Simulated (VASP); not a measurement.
Crystal: SrO.

```
Sr O
1.0
     0.00000    2.56630    2.56630
     2.56630    0.00000    2.56630
     2.56630    2.56630    0.00000
Sr O
1 1
Direct
  0.50000 0.50000 0.50000
  0.00000 0.00000 0.00000
```

- Program: VASP 6.6.1
- Task: relaxation of cell and atoms
- Functional: PBE
- Potentials or basis: VASP PAW PBE potentials, release 64 (Sr_sv, O)
- Cutoff: 600 eV
- k mesh: 6 × 6 × 6
- Occupations: gaussian, width 0.01 eV
- Spin: no spin polarisation

At the start: pressure 3.8 GPa; volume 16.90 Å³/atom.

Problem. Where does the relaxation end?

Solution. Over 3 steps the energy falls by 8.2 meV/atom and the volume is 17.62 Å³/atom (+4.2 %); space group Fm-3m (No. 225, to 0.1 Å) before and after.

The path:
```tsv
step	energy change (eV)	largest force (eV/Å)	pressure (GPa)	volume (Å³)
1	0.0000	0.0000	3.83	33.80
2	-0.0140	0.0000	-1.33	35.82
3	-0.0164	0.0000	0.01	35.23
```

Final structure:
```xyz
2
Lattice="0.0000 2.6019 2.6019 2.6019 0.0000 2.6019 2.6019 2.6019 0.0000" Properties=species:S:1:pos:R:3 pbc="T T T"
Sr    2.6019    2.6019    2.6019
O     0.0000    0.0000    0.0000
```
